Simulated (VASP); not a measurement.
Set up this calculation in VASP 6.6.1, as the native input.

* Task: single point
* Functional: PBE
* Potentials or basis: VASP PAW PBE potentials, release 64 (B, P)
* Cutoff: 520 eV
* k mesh: 8 × 8 × 8
* Occupations: methfessel-paxton, width 0.01 eV
* Spin: no spin polarisation
* Dipole correction: no
* Further INCAR settings: ALGO = Normal; EDIFF = 1e-06; NBANDS = 11

The structure of BP lies in POSCAR:

```
BP
1.0
    0.0000000000      2.3135014941      2.3135014941
    2.3135014941      0.0000000000      2.3135014941
    2.3135014941      2.3135014941      0.0000000000
B P
1 1
Direct
    0.0000000000      0.0000000000      0.0000000000
    0.2500000000      0.2500000000      0.2500000000
```

The input as run:

INCAR

```
SYSTEM = BP
ALGO     = Normal         ! electronic algorithm
EDIFF    = 1E-6           ! SCF threshold, eV
ENCUT    = 520            ! plane-wave cutoff, eV
GGA      = PE             ! functional
ISIF     = 2              ! what is computed and relaxed
ISMEAR   = 1              ! smearing method
LASPH    = .TRUE.         ! aspherical terms in the spheres
LCHARG   = .FALSE.        ! write CHGCAR
LREAL    = .FALSE.        ! projectors in reciprocal space
LWAVE    = .FALSE.        ! write WAVECAR
NBANDS   = 11             ! bands
NELM     = 100            ! most SCF steps
PREC     = Accurate       ! precision mode
SIGMA    = 0.01           ! smearing width, eV
```

KPOINTS

```
k-points
0
G
  8 8 8
  0 0 0
```

Potentials or basis: VASP PAW PBE potentials, release 64 (B, P).

Run with:

```sh
$ cat potpaw_PBE.64/B/POTCAR potpaw_PBE.64/P/POTCAR > POTCAR
$ mpirun -np 1 vasp_std > vasp.out
```

Results of the run:

The pressure is -7.7 GPa. The band gap on the k mesh is 1.34 eV, indirect (least direct gap 3.32 eV).

Wall time 9.1 s on 1 thread of Intel Xeon 8259CL (shared host), peak memory 0.13 GiB.
